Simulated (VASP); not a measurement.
# NaI (Fm-3m) in VASP: notebook, part 2 of 2

VASP 6.6.1. The steps go on from the part before.

### Step 3. Single point, LDA

This run uses another cell than the first one, of 32.54 Å³/atom, 1.021 times its volume.

Contents of INCAR:

```
SYSTEM = NaI
PREC = Accurate
ENCUT = 520
EDIFF = 1E-7
ISMEAR = -1
SIGMA = 0.05
LREAL = .FALSE.
LASPH = .TRUE.
NELM = 100
ALGO = Normal
ISIF = 2
LWAVE = .FALSE.
LCHARG = .TRUE.
GGA = CA
LELF = .TRUE.
LVHAR = .TRUE.
NBANDS = 14
```

Contents of KPOINTS:

```
Automatic mesh
0
G
  7 7 7
  0 0 0
```

Contents of POSCAR:

```
NaI
1.0
    0.0000000000      3.1926595029      3.1926595029
    3.1926595029      0.0000000000      3.1926595029
    3.1926595029      3.1926595029      0.0000000000
I Na
1 1
Direct
    0.5000000000      0.5000000000      0.5000000000
    0.0000000000      0.0000000000      0.0000000000
```

Potentials or basis: VASP PAW LDA potentials, release 64 (I, Na_pv).

Run with:

```console
$ cat potpaw_LDA.64/I/POTCAR potpaw_LDA.64/Na_pv/POTCAR > POTCAR
$ mpirun -np 1 vasp_std > vasp.out
```

OUTCAR:

```text
SYSTEM = NaI
   PREC = Accurate
   ENCUT = 520
   EDIFF = 1E-7
   ISMEAR = -1
   LREAL = .FALSE.
   LASPH = .TRUE.
   NELM = 100
   ISIF = 2
   GGA = CA

 ion  position               nearest neighbor table
   1  0.500  0.500  0.500-
   2  0.000  0.000  0.000-

  LATTYP: Found a face centered cubic cell.
 ALAT       =     6.3853190058

  Lattice vectors:

 A1 = (   0.0000000000,   3.1926595029,   3.1926595029)
 A2 = (   3.1926595029,   0.0000000000,   3.1926595029)
 A3 = (   3.1926595029,   3.1926595029,   0.0000000000)

Analysis of symmetry for initial positions (statically):
=====================================================================
 Subroutine PRICEL returns:
 Original cell was already a primitive cell.

 Routine SETGRP: Setting up the symmetry group for a
 face centered cubic supercell.

 Subroutine GETGRP returns: Found 48 space group operations
 (whereof 48 operations were pure point group operations)
 out of a pool of 48 trial point group operations.

The static configuration has the point symmetry O_h .

Analysis of symmetry for dynamics (positions and initial velocities):
=====================================================================
 Subroutine PRICEL returns:
 Original cell was already a primitive cell.

 Routine SETGRP: Setting up the symmetry group for a
 face centered cubic supercell.

 Subroutine GETGRP returns: Found 48 space group operations
 (whereof 48 operations were pure point group operations)
 out of a pool of 48 trial point group operations.

The dynamic configuration has the point symmetry O_h .

 Subroutine INISYM returns: Found 48 space group operations
 (whereof 48 operations are pure point group operations),
 and found     1 'primitive' translations

----------------------------------------------------------------------------------------

                                     Primitive cell

  volume of cell :      65.0860
[... 111 lines left out ...]
   AEXX    =    0.0000 exact exchange contribution
   IVDW    =     0    specifies the selected vdW correction
   LEPSILON=     F    determine dielectric tensor
   LRPA    =     F    only Hartree local field effects (RPA)
 non-spin polarized calculation
  energy-cutoff  :      520.00
  volume of cell :       65.09
 maximum number of plane-waves:      1807
 NGX is ok and might be reduce to    36
   NGX = 17   NGY = 17   NGZ = 17

 number of electron      14.0000006 magnetization

 Free energy of the ion-electron system (eV)
  ---------------------------------------------------
  ext. energy  EPLUGINS =         0.00000000
  ---------------------------------------------------
  free energy    TOTEN  =        -6.00455542 eV

  energy without entropy =       -6.00455542  energy(sigma->0) =       -6.00455542

 E-fermi :   1.9735     XC(G=0):  -8.2640

 val. band max:        0.9123943994   @ k =   0.0000   0.0000   0.0000
 cond. band min:       4.3685353222   @ k =   0.0000   0.0000   0.0000
 fundamental gap:      3.4561409228
 Fermi energy:         1.9735268392

 k-point     1 :       0.0000    0.0000    0.0000
  band No.  band energies     occupation
      1     -21.4354      2.00000
      2     -21.4354      2.00000
      3     -21.4354      2.00000
      4     -10.2798      2.00000
      5       0.9124      2.00000
      6       0.9124      2.00000
      7       0.9124      2.00000
      8       4.3685      0.00000
      9       8.7107      0.00000
     10       8.7107      0.00000
     11       8.7107      0.00000
     12      10.6461      0.00000
     13      10.6461      0.00000
     14      11.1370      0.00000
[... 309 lines left out ...]
      1     -21.4392      2.00000
      2     -21.4392      2.00000
      3     -21.4372      2.00000
      4      -9.8324      2.00000
      5      -0.7302      2.00000
      6      -0.6661      2.00000
      7       0.0715      2.00000
      8       6.4907      0.00000
      9       7.8165      0.00000
     10       8.7651      0.00000
     11       9.1090      0.00000
     12      11.8368      0.00000
     13      12.4928      0.00000
     14      14.6304      0.00000

------------------------ aborting loop because EDIFF is reached ----------------------------------------

  FORCE on cell =-STRESS in cart. coord.  units (eV):
  Direction    XX          YY          ZZ          XY          YZ          ZX
  --------------------------------------------------------------------------------------
  -------------------------------------------------------------------------------------
  Total       -0.4227171     -0.4227171     -0.4227171      0.0000000      0.0000000     -0.0000000
  in kB      -10.4057306    -10.4057306    -10.4057306      0.0000000      0.0000000     -0.0000000
  external PRESSURE =     -10.4057306 kB  Pullay stress =       0.0000000 kB

 VOLUME and BASIS-vectors are now :
 -----------------------------------------------------------------------------
  energy-cutoff  :      520.00
  volume of cell :       65.09
      direct lattice vectors                 reciprocal lattice vectors
     0.000000000  3.192659503  3.192659503    -0.156609247  0.156609247  0.156609247
     3.192659503  0.000000000  3.192659503     0.156609247 -0.156609247  0.156609247
     3.192659503  3.192659503  0.000000000     0.156609247  0.156609247 -0.156609247

 POSITION                                       TOTAL-FORCE (eV/Angst)
 -----------------------------------------------------------------------------------
      3.19266      3.19266      3.19266        -0.000000     -0.000000      0.000000
      0.00000      0.00000      0.00000         0.000000      0.000000     -0.000000
 -----------------------------------------------------------------------------------
    total drift:                                0.000000      0.000000      0.000000

  FREE ENERGIE OF THE ION-ELECTRON SYSTEM (eV)
  ---------------------------------------------------
  free  energy   TOTEN  =        -6.0045554219 eV

  energy  without entropy=       -6.0045554219  energy(sigma->0) =       -6.00455542
```

OSZICAR:

```text
N       E                     dE             d eps       ncg     rms          rms(c)
DAV:   1     0.816856529547E+02    0.81686E+02   -0.66027E+03   560   0.895E+02
DAV:   2     0.341320912882E+00   -0.81344E+02   -0.76082E+02   614   0.216E+02
DAV:   3    -0.592895415528E+01   -0.62703E+01   -0.62304E+01   722   0.579E+01
DAV:   4    -0.607278521931E+01   -0.14383E+00   -0.14380E+00   676   0.912E+00
DAV:   5    -0.607707206187E+01   -0.42868E-02   -0.42868E-02   752   0.157E+00    0.168E+00
DAV:   6    -0.601865530605E+01    0.58417E-01   -0.57119E-02   686   0.159E+00    0.107E+00
DAV:   7    -0.600500417605E+01    0.13651E-01   -0.43155E-02   704   0.116E+00    0.489E-01
DAV:   8    -0.600460354005E+01    0.40064E-03   -0.29400E-03   632   0.462E-01    0.963E-02
DAV:   9    -0.600455631573E+01    0.47224E-04   -0.13462E-04   686   0.116E-01    0.310E-02
DAV:  10    -0.600455550718E+01    0.80856E-06   -0.17986E-05   784   0.473E-02    0.557E-03
DAV:  11    -0.600455542191E+01    0.85272E-07   -0.91229E-07   762   0.115E-02
   1 F= -.60045554E+01 E0= -.60045554E+01  d E =-.430354E-10
```

Wall time 10 s (1 thread of AMD EPYC 9R45 (Zen 5), shared host); peak memory 0.15 GiB.

Results:

```
Free energy            : -6.0046 eV
Pressure               : -1.0 GPa
Band gap on the k mesh : 3.46 eV, direct
```

Caveat: spin-orbit coupling is left out, which moves the levels of the heavy elements.
